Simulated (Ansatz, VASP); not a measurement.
**One calculation of WS2, two programs**

File INCAR:

```
SYSTEM = WS2
PREC     = Accurate       ! precision mode
ENCUT    = 520            ! plane-wave cutoff, eV
EDIFF    = 1E-6           ! SCF threshold, eV
ISMEAR   = 0              ! smearing method
SIGMA    = 0.05           ! smearing width, eV
LREAL    = .False.        ! projectors in reciprocal space
LASPH    = .True.         ! aspherical terms in the spheres
NELM     = 100            ! most SCF steps
ALGO     = Normal         ! electronic algorithm
ISIF     = 2              ! what is computed and relaxed
LWAVE    = .False.        ! write WAVECAR
LCHARG   = .False.        ! write CHGCAR
GGA      = PS             ! functional
NBANDS   = 35             ! bands
```

KPOINTS

```
Automatic mesh
0
Gamma
  12 12 2
  0 0 0
```

File POSCAR:

```
WS2
1.0
    3.1739402409      0.0000000000      0.0000000000
   -1.5869701204      2.7487128787      0.0000000000
    0.0000000000      0.0000000000     12.8084356442
W S
2 4
Direct
    0.3333333333      0.6666666667      0.2500000000
    0.6666666667      0.3333333333      0.7500000000
    0.3333333333      0.6666666667      0.6462389580
    0.6666666667      0.3333333333      0.1462389580
    0.3333333333      0.6666666667      0.8537610420
    0.6666666667      0.3333333333      0.3537610420
```

Input for Ansatz:

```yaml
crystal:
  lattice:
    - [3.1739402409, 0.0, 0.0]
    - [-1.5869701204, 2.7487128787, 0.0]
    - [0.0, 0.0, 12.8084356442]
  atoms:
    - { symbol: W, position: [0.3333333333, 0.6666666667, 0.25] }
    - { symbol: W, position: [0.6666666667, 0.3333333333, 0.75] }
    - { symbol: S, position: [0.3333333333, 0.6666666667, 0.646238958] }
    - { symbol: S, position: [0.6666666667, 0.3333333333, 0.146238958] }
    - { symbol: S, position: [0.3333333333, 0.6666666667, 0.853761042] }
    - { symbol: S, position: [0.6666666667, 0.3333333333, 0.353761042] }
basis:
  ecutwfc: 420
kpoints:
  mp_grid: { grid: [12, 12, 2] }
hamiltonian:
  xc: pbesol
  pseudopotentials: { kind: paw, azcp: { folder: soft_1 } }
scf:
  occupations: { method: gaussian, width: 0.05 }
output:
  forces: true
  stress: true
  eigenvalues: true
```

Alike in both runs: task single point; functional PBEsol; k mesh 12 × 12 × 2; occupations gaussian, width 0.05 eV; no spin polarisation.

|  | VASP | Ansatz |
| --- | --- | --- |
| version | VASP 6.6.1 | Ansatz 0.2.0 |
| potentials or method | VASP PAW PBE potentials, release 64 (W_sv, S), cutoff 520 eV | scalar-relativistic, plane waves, PAW |
| valence electrons in the cell | 52 | 52 |

```tsv
	VASP	Ansatz	Ansatz less VASP
gap on the k mesh at the Fermi level (eV)	none	none	-
rms of the force components (eV/Å)	2.871	2.863	-0.0078
```

VASP's potentials were made for PBE, not for PBEsol, and Ansatz warns of the same on its side. Atom by atom the forces differ by 0.008 eV/Å (rms over components). A gap of «none» marks a metal or a gap that the smearing closes.

Neither program's run includes spin-orbit coupling.
